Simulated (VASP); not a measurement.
A run of VASP 6.6.1 is set up as follows.

Contents of INCAR:

```
PREC     = Accurate       # precision mode
ENCUT    = 600            # plane-wave cutoff, eV
EDIFF    = 1E-6           # SCF threshold, eV
ISMEAR   = -1             # smearing method
SIGMA    = 0.1            # smearing width, eV
LREAL    = F              # projectors in reciprocal space
LASPH    = T              # aspherical terms in the spheres
NELM     = 120            # most SCF steps
ALGO     = Normal         # electronic algorithm
ISIF     = 2              # what is computed and relaxed
LWAVE    = F              # write WAVECAR
LCHARG   = F              # write CHGCAR
NBANDS   = 14             # bands
GGA_COMPAT= F
```

The input KPOINTS:

```
regular mesh
0
Gamma
  11 11 11
```

Contents of POSCAR:

```
HfN
1.0
    0.0000000000      2.2758776762      2.2758776762
    2.2758776762      0.0000000000      2.2758776762
    2.2758776762      2.2758776762      0.0000000000
Hf N
1 1
Direct
    0.0000000000      0.0000000000      0.0000000000
    0.5000000000      0.5000000000      0.5000000000
```

Potentials or basis: VASP PAW LDA potentials, release 64 (Hf_pv, N).

Command:

```bash
$ cat potpaw_LDA.64/Hf_pv/POTCAR potpaw_LDA.64/N/POTCAR > POTCAR
$ mpirun -np 1 vasp_std > vasp.out
```

Task: Predict the pressure.

Result: -16.1 GPa.
